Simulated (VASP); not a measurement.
A run of VASP 6.6.1 is set up as follows.

File INCAR:

```
SYSTEM = Ta5Si
ALGO     = Fast           ! electronic algorithm
EDIFF    = 1E-6           ! SCF threshold, eV
ENCUT    = 520            ! plane-wave cutoff, eV
GGA      = PE             ! functional
ISIF     = 2              ! what is computed and relaxed
ISMEAR   = 0              ! smearing method
LASPH    = .TRUE.         ! aspherical terms in the spheres
LCHARG   = .FALSE.        ! write CHGCAR
LREAL    = .FALSE.        ! projectors in reciprocal space
LWAVE    = .FALSE.        ! write WAVECAR
NBANDS   = 38             ! bands
NELM     = 100            ! most SCF steps
PREC     = Accurate       ! precision mode
SIGMA    = 0.1            ! smearing width, eV
```

KPOINTS

```
k-points
0
G
  12 12 6
  0 0 0
```

File POSCAR:

```
Ta5Si
1.0
    4.6391699104      0.0000000000      0.0000000000
   -2.3195849552      4.0176389949      0.0000000000
    0.0000000000      0.0000000000      5.6001492875
Ta Si
5 1
Direct
    0.0000000000      0.0000000000      0.5000000000
    0.6666666667      0.3333333333      0.6753029982
    0.6666666667      0.3333333333      0.1739569303
    0.3333333333      0.6666666667      0.3246970018
    0.3333333333      0.6666666667      0.8260430697
    0.0000000000      0.0000000000      0.0000000000
```

Potentials or basis: VASP PAW PBE potentials, release 64 (Ta_pv, Si).

Command:

```bash
$ cat potpaw_PBE.64/Ta_pv/POTCAR potpaw_PBE.64/Si/POTCAR > POTCAR
$ mpirun -np 1 vasp_std > vasp.out
```

Q: What does it give for the pressure?

A: 0.1 GPa.

Q: What does it give for the largest force?

A: 0.004 eV/Å.

Q: Predict the band gap on the k mesh.

A: Zero (an odd number of electrons rules out a gap without spin polarisation).

Stress tensor (GPa, compression positive):
```
0.09 0.00 0.00
0.00 0.09 0.00
0.00 0.00 0.17
```

Caveat: spin-orbit coupling is left out, which moves the levels of the heavy elements.
